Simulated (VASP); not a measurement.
# LiBe (P2_1/m) in VASP: relaxation of cell and atoms with PBE

Aim: the relaxation of cell and atoms of LiBe with PBE.

All numbers are computed with VASP 6.6.1; they aren't measurements. Logs are shortened: lines on timing, memory, paths and dates and some standing lists are left out, and cuts for length are marked.

**1. The cell of the first run**

Symmetry: P2_1/m, No. 11, monoclinic system. The conventional cell has a = 2.296 Å, b = 3.613 Å, c = 5.528 Å, α = 90.00°, β = 94.17°, γ = 90.00°. Li (site symmetry m) has 6 Li at 2.30 to 2.82 Å and 5 Be at 2.33 to 2.65 Å within 3.0 Å. Within 3.0 Å of Be (site symmetry m) lie 6 Be at 2.28 to 2.32 Å and 5 Li at 2.33 to 2.65 Å.

**2. Relaxation of cell and atoms, PBE**

INCAR reads:

```
SYSTEM = LiBe
  PREC = Accurate
  ENCUT = 600
  EDIFF = 1E-7
  ISMEAR = 0
  SIGMA = 0.1
  LREAL = .FALSE.
  LASPH = .TRUE.
  NELM = 80
  ALGO = Normal
  ISIF = 3
  LWAVE = .FALSE.
  LCHARG = .FALSE.
  GGA = PE
  IBRION = 2
  NSW = 80
  EDIFFG = -0.02
```

KPOINTS reads:

```
regular mesh
0
G
  10 6 4
  0 0 0
```

POSCAR reads:

```
LiBe
1.0
    2.2959861500      0.0000000000      0.0000000000
    0.0000000000      3.6127729800      0.0000000000
   -0.4017425200      0.0000000000      5.5135259900
Li Be
2 2
Direct
    0.7368475626      0.2499999986      0.1548577392
    0.2631524418      0.7500000014      0.8451422608
    0.7564180805      0.2499999986      0.5761716397
    0.2435819195      0.7500000014      0.4238283603
```

Potentials or basis: VASP PAW PBE potentials, release 64 (Li_sv, Be).

Started as:

```bash
$ cat potpaw_PBE.64/Li_sv/POTCAR potpaw_PBE.64/Be/POTCAR > POTCAR
$ mpirun -np 1 vasp_std > vasp.out
```

OUTCAR:

```text
SYSTEM = LiBe
   PREC = Accurate
   ENCUT = 600
   EDIFF = 1E-7
   ISMEAR = 0
   LREAL = .FALSE.
   LASPH = .TRUE.
   NELM = 80
   ISIF = 3
   GGA = PE
   IBRION = 2
   NSW = 80
   EDIFFG = -0.02

 ion  position               nearest neighbor table
   1  0.737  0.250  0.155-   3 2.33
   2  0.263  0.750  0.845-   4 2.33
   3  0.756  0.250  0.576-   4 2.28   4 2.28   4 2.32   4 2.32   1 2.33
   4  0.244  0.750  0.424-   3 2.28   3 2.28   3 2.32   3 2.32   2 2.33

  LATTYP: Found a simple monoclinic cell.
 ALAT       =     2.2959861500
 B/A-ratio  =     1.5735168873
 C/A-ratio  =     2.4077423456
 COS(beta)  =    -0.0726722363

  Lattice vectors:

 A1 = (   2.2959861500,   0.0000000000,   0.0000000000)
 A2 = (   0.0000000000,   3.6127729800,   0.0000000000)
 A3 = (  -0.4017425200,   0.0000000000,   5.5135259900)

Analysis of symmetry for initial positions (statically):
=====================================================================
 Subroutine PRICEL returns:
 Original cell was already a primitive cell.

 Routine SETGRP: Setting up the symmetry group for a
 simple monoclinic supercell.

 Subroutine GETGRP returns: Found  4 space group operations
 (whereof  2 operations were pure point group operations)
 out of a pool of  4 trial point group operations.

The static configuration has the point symmetry S_2 .
 The point group associated with its full space group is C_2h.

Analysis of symmetry for dynamics (positions and initial velocities):
=====================================================================
 Subroutine PRICEL returns:
 Original cell was already a primitive cell.

 Routine SETGRP: Setting up the symmetry group for a
 simple monoclinic supercell.

 Subroutine GETGRP returns: Found  4 space group operations
 (whereof  2 operations were pure point group operations)
 out of a pool of  4 trial point group operations.

The dynamic configuration has the point symmetry S_2 .
 The point group associated with its full space group is C_2h.

 Subroutine INISYM returns: Found  4 space group operations
 (whereof  2 operations are pure point group operations),
 and found     1 'primitive' translations

----------------------------------------------------------------------------------------

                                     Primitive cell

  volume of cell :      45.7340

  direct lattice vectors                    reciprocal lattice vectors
     2.295986150  0.000000000  0.000000000     0.435542697  0.000000000  0.031735775
     0.000000000  3.612772980  0.000000000     0.000000000  0.276795693  0.000000000
    -0.401742520  0.000000000  5.513525990     0.000000000  0.000000000  0.181372139

  length of vectors
     2.295986150  3.612772980  5.528143078     0.436697378  0.276795693  0.181372139

  position of ions in fractional coordinates (direct lattice)
     0.736847563  0.249999999  0.154857739
     0.263152442  0.750000001  0.845142261
     0.756418080  0.249999999  0.576171640
     0.243581920  0.750000001  0.423828360

  ion indices of the primitive-cell ions
   primitive index   ion index
                 1           1
                 2           2
                 3           3
                 4           4

----------------------------------------------------------------------------------------

 KPOINTS: regular mesh

Automatic generation of k-mesh.
 Grid dimensions read from file:
 generate k-points for:   10    6    4

 Generating k-lattice:

  Cartesian coordinates                     Fractional coordinates (reciprocal lattice)
     0.043554270  0.000000000  0.003173578     0.100000000  0.000000000 -0.000000000
     0.000000000  0.046132615  0.000000000     0.000000000  0.166666667  0.000000000
     0.000000000  0.000000000  0.045343035     0.000000000  0.000000000  0.250000000

  Length of vectors
     0.043669738  0.046132615  0.045343035

  Shift w.r.t. Gamma in fractional coordinates (k-lattice)
     0.000000000  0.000000000  0.000000000

 Subroutine IBZKPT returns following result:
 ===========================================

 Found     88 irreducible k-points:

 Following reciprocal coordinates:
            Coordinates               Weight
  0.000000  0.000000  0.000000      1.000000
  0.100000  0.000000 -0.000000      2.000000
  0.200000  0.000000 -0.000000      2.000000
  0.300000  0.000000 -0.000000      2.000000
  0.400000  0.000000  0.000000      2.000000
  0.500000  0.000000 -0.000000      1.000000
[... 16 lines left out ...]
  0.400000  0.500000  0.000000      2.000000
  0.500000  0.500000 -0.000000      1.000000
 [... further k-points ...]
   k-points           NKPTS =     88   k-points in BZ     NKDIM =     88   number of bands    NBANDS=      9
   number of dos      NEDOS =    301   number of ions     NIONS =      4
   total plane-waves  NPLWV =  25920
   dimension x,y,z NGX =    18 NGY =   30 NGZ =   48
   dimension x,y,z NGXF=    36 NGYF=   60 NGZF=   96
   ions per type =               2   2
   NGX,Y,Z   is equivalent  to a cutoff of  13.03, 13.80, 14.43 a.u.
   NGXF,Y,Z  is equivalent  to a cutoff of  26.07, 27.61, 28.87 a.u.
 SYSTEM =  LiBe
   PREC   = accura    normal or accurate (medium, high low for compatibility)
   ISTART =      0    job   : 0-new  1-cont  2-samecut
   ICHARG =      2    charge: 1-file 2-atom 10-const
   ISPIN  =      1    spin polarized calculation?
   LNONCOLLINEAR =      F non collinear calculations
   LSORBIT =      F    spin-orbit coupling
   LASPH  =      T    aspherical Exc in radial PAW
   ENCUT  =  600.0 eV  44.10 Ry    6.64 a.u.   4.59  7.22 11.04*2*pi/ulx,y,z
   NELM   =     80;   NELMIN=  2; NELMDL= -5     # of ELM steps
   EDIFF  = 0.1E-06   stopping-criterion for ELM
   LREAL  =      F    real-space projection
   EDIFFG = -.2E-01   stopping-criterion for IOM
   NSW    =     80    number of steps for IOM
   IBRION =      2    ionic relax: 0-MD 1-quasi-New 2-CG
   NFREE  =      1    steps in history (QN), initial steepest desc. (CG)
   ISIF   =      3    stress and relaxation
   ISYM   =      2    0-nonsym 1-usesym 2-fastsym
   POTIM  = 0.5000    time-step for ionic-motion
   TEBEG  =    0.0;   TEEND  =   0.0 temperature during run
   PSTRESS=    0.0 pullay stress
   NELECT =      10.0000    total number of electrons
   NUPDOWN=      -1.0000    fix difference up-down
   EMIN   =  10.00;   EMAX   =-10.00  energy-range for DOS
   EFERMI =   0.00;   METHOD = LEGACY
   ISMEAR =     0;   SIGMA  =   0.10  broadening in eV -4-tet -1-fermi 0-gaus
   EFERMI_NEDOS =   21; number of points for ismear=-14 and -15
   IALGO  =     38    algorithm
   IMIX   =      4    mixing-type and parameters
     AMIX     =   0.40;   BMIX     =  1.00
     AMIX_MAG =   1.60;   BMIX_MAG =  1.00
  volume/ion in A,a.u.               =      11.43        77.16
  Fermi-wavevector in a.u.,A,eV,Ry     =   0.986268  1.863777 13.234727  0.972725
  Thomas-Fermi vector in A             =   2.117637
   LORBIT       =      0    0 simple, 1 ext, 2 COOP (PROOUT), +10 PAW based schemes
   GGA     = PE    functional components
   LHFCALC =     F    Hartree Fock is set to
   AEXX    =    0.0000 exact exchange contribution
   IVDW    =     0    specifies the selected vdW correction
   LEPSILON=     F    determine dielectric tensor
   LRPA    =     F    only Hartree local field effects (RPA)
 conjugate gradient relaxation of ions
 non-spin polarized calculation
 Gauss-broadening in eV      SIGMA  =   0.10
  energy-cutoff  :      600.00
  volume of cell :       45.73
 maximum number of plane-waves:      1545
   NGX =  9   NGY = 15   NGZ = 23

--------------------------------------- Ionic step        1  -------------------------------------------

 number of electron      10.0000000 magnetization

 number of electron       9.9999989 magnetization

 Free energy of the ion-electron system (eV)
  ---------------------------------------------------
  ext. energy  EPLUGINS =         0.00000000
  ---------------------------------------------------
  free energy    TOTEN  =       -10.68318956 eV

  energy without entropy =      -10.67635544  energy(sigma->0) =      -10.67977250

------------------------ aborting loop because EDIFF is reached ----------------------------------------

  FORCE on cell =-STRESS in cart. coord.  units (eV):
  Direction    XX          YY          ZZ          XY          YZ          ZX
  --------------------------------------------------------------------------------------
  -------------------------------------------------------------------------------------
  Total        0.0035223     -0.2658826      0.0533907      0.0000000      0.0000000     -0.0326401
  in kB        0.1233960     -9.3145332      1.8704088      0.0000000      0.0000000     -1.1434644
  external PRESSURE =      -2.4402428 kB  Pullay stress =       0.0000000 kB
[... 95 lines left out ...]
  FREE ENERGIE OF THE ION-ELECTRON SYSTEM (eV)
  ---------------------------------------------------
  free  energy   TOTEN  =       -10.6857688931 eV

  energy  without entropy=      -10.6793339017  energy(sigma->0) =      -10.68255140

[... ionic steps 4 to 15 ...]

--------------------------------------- Ionic step       16  -------------------------------------------

 number of electron      10.0000001 magnetization

------------------------ aborting loop because EDIFF is reached ----------------------------------------

  FORCE on cell =-STRESS in cart. coord.  units (eV):
  Direction    XX          YY          ZZ          XY          YZ          ZX
  --------------------------------------------------------------------------------------
  -------------------------------------------------------------------------------------
  Total        0.0023022      0.1297303      0.2178993      0.0000000      0.0000000      0.0471360
  in kB        0.0755358      4.2565008      7.1493591      0.0000000      0.0000000      1.5465505
  external PRESSURE =       3.8271319 kB  Pullay stress =       0.0000000 kB
[... 61 lines left out ...]
  energy  without entropy=      -10.7321212536  energy(sigma->0) =      -10.73468281

--------------------------------------- Ionic step       18  -------------------------------------------

 number of electron       9.9999996 magnetization

 Free energy of the ion-electron system (eV)
  ---------------------------------------------------
  ext. energy  EPLUGINS =         0.00000000
  ---------------------------------------------------
  free energy    TOTEN  =       -10.73803695 eV

  energy without entropy =      -10.73250834  energy(sigma->0) =      -10.73527264

 E-fermi :   2.8344     XC(G=0):  -8.6421

 val. band max:        2.8254752542   @ k =  -0.3000   0.1667   0.2500
 cond. band min:       2.8391642543   @ k =   0.1000   0.3333   0.5000
 fundamental gap:      0.0136890001
 Fermi energy:         2.8344333430

 k-point     1 :       0.0000    0.0000    0.0000
  band No.  band energies     occupation
      1     -43.3503      2.00000
      2     -43.3355      2.00000
      3      -5.1025      2.00000
      4      -0.8526      2.00000
      5       0.3055      2.00000
      6       3.8307      0.00000
      7       7.0837      0.00000
      8       8.9499      0.00000
      9      10.6293      0.00000
[... 265 lines left out ...]
 k-point    24 :       0.5000    0.5000   -0.0000
  band No.  band energies     occupation
      1     -43.2624      2.00000
      2     -43.2624      2.00000
      3       0.7500      2.00000
      4       0.7500      2.00000
      5       5.5640      0.00000
      6       5.5640      0.00000
      7       6.3368      0.00000
      8       6.3368      0.00000
      9       7.1890      0.00000

 [... further k-points ...]
[... 5 lines left out ...]
  --------------------------------------------------------------------------------------
  -------------------------------------------------------------------------------------
  Total       -0.0483582     -0.0405045      0.0065456      0.0000000      0.0000000      0.0212290
  in kB       -1.5767627     -1.3206860      0.2134246      0.0000000      0.0000000      0.6921911
  external PRESSURE =      -0.8946747 kB  Pullay stress =       0.0000000 kB
[... 19 lines left out ...]
  FREE ENERGIE OF THE ION-ELECTRON SYSTEM (eV)
  ---------------------------------------------------
  free  energy   TOTEN  =       -10.7380369499 eV

  energy  without entropy=      -10.7325083360  energy(sigma->0) =      -10.73527264

 reached required accuracy - stopping structural energy minimisation
```

It took 4.9 min on 1 thread of AMD EPYC 7R13 (Zen 3), shared host; peak memory 0.16 GiB.

Results:

- Free energy: -10.7380 eV
- Relaxed volume: 12.28 Å³/atom
- Relaxed cell: a = 2.386 Å, b = 3.192 Å, c = 6.462 Å, α = 90.00°, β = 93.28°, γ = 90.00°
- Space group after relaxing (to 0.05 Å): P2_1/m (No. 11)
- Energy gained by relaxing: 13.7 meV/atom
- Ionic steps: 18
- Pressure after relaxing: -0.1 GPa
- Largest force after relaxing: 0.019 eV/Å
- Band gap on the k mesh: zero (band 5 reaches 5.56 eV, above the bottom of band 6 at 0.93 eV)

Forces on the atoms (eV/Å):
```
Li  -0.007  0.000  0.003
Li   0.007  0.000 -0.003
Be   0.019  0.000  0.001
Be  -0.019  0.000 -0.001
```

The path:
```
step  energy change (eV)  largest force (eV/Å)  pressure (GPa)  volume (Å³)
   1              0.0000                0.0396           -0.24        45.73
   2             -0.0010                0.0354           -0.06        45.62
   3             -0.0026                0.0197            0.50        45.28
   4             -0.0035                0.0232            0.48        45.36
   5             -0.0066                0.0300            0.40        45.59
   6             -0.0131                0.0342            0.28        46.05
   7             -0.0237                0.0561            0.09        46.92
   8             -0.0369                0.1509           -0.19        48.50
   9             -0.0384                0.1341           -0.20        48.62
  10             -0.0422                0.0805           -0.23        48.97
  11             -0.0450                0.0596           -0.25        49.65
  12             -0.0450                0.0603           -0.25        49.54
  13             -0.0467                0.0561           -0.18        49.46
  14             -0.0502                0.0520            0.04        49.21
  15             -0.0518                0.1232            0.50        48.70
  16             -0.0521                0.1054            0.38        48.83
  17             -0.0541                0.0499            0.17        48.97
  18             -0.0548                0.0195           -0.09        49.14
```

Final structure:
```yaml
crystal:
  lattice:
    - [2.38621, 0.00000, 0.00484]
    - [0.00000, 3.19192, 0.00000]
    - [-0.38249, 0.00000, 6.45061]
  atoms:
    - { symbol: Li, position: [0.72647, 0.25000, 0.17644] }
    - { symbol: Li, position: [0.27353, 0.75000, 0.82356] }
    - { symbol: Be, position: [0.75669, 0.25000, 0.56272] }
    - { symbol: Be, position: [0.24331, 0.75000, 0.43728] }
```

Caveat: the cutoff is under 1.25 times the usual one of these potentials, so pressure, stress and relaxed cells hold a basis-set (Pulay) error.
